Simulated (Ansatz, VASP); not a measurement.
# Hf3Br in VASP and in Ansatz

```
CELL_PARAMETERS angstrom
3.57919 0.00000 0.00000
0.00000 3.57919 0.00000
0.00000 0.00000 9.35866
ATOMIC_POSITIONS crystal
Hf 0.50000 0.50000 0.76217
Hf 0.00000 0.00000 0.50000
Hf 0.50000 0.50000 0.23783
Br 0.00000 0.00000 0.00000
```

Change from the starting cell: species swapped into the Tm3Mg type (P4/mmm, No. 123).

Alike in both runs: task relaxation of cell and atoms; functional PBE; k mesh 6 × 6 × 2; occupations gaussian, width 0.1 eV; no spin polarisation.

```csv
,VASP,Ansatz
version,VASP 6.6.1,Ansatz 0.2.0
potentials or method,"VASP PAW PBE potentials, release 64 (Hf_pv, Br), cutoff 600 eV","scalar-relativistic, plane waves, PAW"
valence electrons in the cell,37,85
```

```csv
,VASP,Ansatz,Ansatz less VASP
"gap on the k mesh at the Fermi level, each at its own relaxed structure (eV)",none,none,-
relaxed volume (Å³/atom),22.68,22.72,+0.046
relaxed cell length with the largest relative difference (Å),8.786,8.832,+0.0456
```

A gap of «none» marks a metal or a gap that the smearing closes. VASP's potentials hold 37 valence electrons a cell and Ansatz's 85, so a difference there can come from the potentials and not from the codes.

Spin-orbit coupling is off throughout. Noted on VASP's run: the volume moved by over 15 % at a fixed basis, so the end points are rough.
